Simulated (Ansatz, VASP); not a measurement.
## AgCl: VASP beside Ansatz

Contents of POSCAR:

```
AgCl
1.0
    2.7726427127      2.7726427127      0.0000000000
   -2.7726427127      2.7726427127      0.0000000000
    0.0000000000      2.7726427127      2.7726427127
Ag Cl
1 1
Direct
    0.0000000000      0.0000000000      0.0000000000
    0.5000000000      0.5000000000      0.0000000000
```

Contents of INCAR.step1:

```
SYSTEM = AgCl
  PREC = Accurate
  ENCUT = 520
  ISMEAR = 0
  SIGMA = 0.01
  LREAL = .False.
  LASPH = .True.
  NELM = 100
  NBANDS = 16
  GGA = PE
  ALGO = Normal
  EDIFF = 1E-4
  LWAVE = .True.
  LCHARG = .False.
```

INCAR.step2

```
SYSTEM = AgCl
  PREC = Accurate
  ENCUT = 520
  EDIFF = 1E-6
  ISMEAR = 0
  SIGMA = 0.01
  LREAL = .False.
  LASPH = .True.
  NELM = 100
  ALGO = Normal
  ISIF = 2
  LWAVE = .False.
  LCHARG = .True.
  METAGGA = R2SCAN
  LMIXTAU = .True.
  LELF = .True.
  LVHAR = .True.
  NBANDS = 16
  ISTART = 1
```

File KPOINTS:

```
regular mesh
0
Gamma
  8 8 8
  0 0 0
```

Input for Ansatz:

```yaml
crystal:
  lattice:
    - [2.7726427127, 2.7726427127, 0.0]
    - [-2.7726427127, 2.7726427127, 0.0]
    - [0.0, 2.7726427127, 2.7726427127]
  atoms:
    - { symbol: Ag, position: [0.0, 0.0, 0.0] }
    - { symbol: Cl, position: [0.5, 0.5, 0.0] }
kpoints:
  mp_grid: { grid: [8, 8, 8] }
scf:
  occupations: { method: fixed }
  convergence: { dr2_threshold: 1.0e-10 }
hamiltonian:
  xc: r2scan
  pseudopotentials: { kind: paw }
output:
  forces: true
  stress: true
  eigenstates:
    kpoints:
      - [0.0, 0.0, 0.0]
      - [0.5, 0.0, 0.0]
      - [0.0, 0.5, 0.5]
      - [0.0, -0.5, 0.0]
      - [0.5, 0.0, 0.5]
      - [-0.5, -0.5, -0.5]
      - [-0.5, 0.5, 0.0]
      - [0.0, 0.0, -0.5]
  eigenvalues: true
```

Change from the starting cell: unstrained.

Alike in both runs: task single point; functional r2SCAN; k mesh 8 × 8 × 8; no spin polarisation.

|  | VASP | Ansatz |
| --- | --- | --- |
| version | VASP 6.6.1 | Ansatz 0.2.0 |
| potentials or method | VASP PAW PBE potentials, release 64 (Ag, Cl) | PAW with Ansatz's default frozen-core files, scalar-relativistic |
| plane-wave cutoff (eV) | 520 | 500 |
| occupations | gaussian, width 0.01 eV | fixed |
| valence electrons in the cell | 18 | 26 |

```csv
,VASP,Ansatz,Ansatz less VASP
gap on the k mesh at the Fermi level (eV),1.42,1.48,+0.053
pressure (GPa),-0.1,0.0,+0.08
```

VASP's potentials were made for PBE, not for r2SCAN. VASP's potentials hold 18 valence electrons a cell and Ansatz's 26, so a difference there can come from the potentials and not from the codes.
